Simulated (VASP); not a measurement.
Wanted: the native input for a VASP 6.6.1 run.

* Task: single point
* Functional: PBEsol
* Potentials or basis: VASP PAW PBE potentials, release 64 (Li_sv)
* Cutoff: 520 eV
* k mesh: 9 × 9 × 3
* Occupations: fermi-dirac, width 0.15 eV
* Spin: no spin polarisation
* Dipole correction: no
* Further INCAR settings: ALGO = Normal; EDIFF = 1e-06; NBANDS = 14

The structure of Li lies in POSCAR:

```
Li
1.0
    2.9565466565      0.0000000000      0.0000000000
   -1.4782733282      2.5604441603      0.0000000000
    0.0000000000      0.0000000000      9.9541375435
Li
4
Direct
    0.0000000000      0.0000000000      0.0000000000
    0.3333333333      0.6666666667      0.2500000000
    0.0000000000      0.0000000000      0.5000000000
    0.6666666667      0.3333333333      0.7500000000
```

The input as run:

INCAR

```
SYSTEM = Li
PREC     = Accurate       ! precision mode
ENCUT    = 520            ! plane-wave cutoff, eV
EDIFF    = 1E-6           ! SCF threshold, eV
ISMEAR   = -1             ! smearing method
SIGMA    = 0.15           ! smearing width, eV
LREAL    = .False.        ! projectors in reciprocal space
LASPH    = .True.         ! aspherical terms in the spheres
NELM     = 100            ! most SCF steps
ALGO     = Normal         ! electronic algorithm
ISIF     = 2              ! what is computed and relaxed
LWAVE    = .False.        ! write WAVECAR
LCHARG   = .False.        ! write CHGCAR
GGA      = PS             ! functional
NBANDS   = 14             ! bands
```

KPOINTS

```
regular mesh
0
Gamma
  9 9 3
  0 0 0
```

Potentials or basis: VASP PAW PBE potentials, release 64 (Li_sv).

Command:

```console
$ cat potpaw_PBE.64/Li_sv/POTCAR > POTCAR
$ mpirun -np 1 vasp_std > vasp.out
```

It gave:

```json
{"Band gap on the k mesh": "zero (band 6 reaches 2.56 eV, above the bottom of band 7 at -1.72 eV)"}
```

Wall time 16 s on 1 thread of AMD EPYC 9R14 (Zen 4) (shared host), peak memory 0.15 GiB.
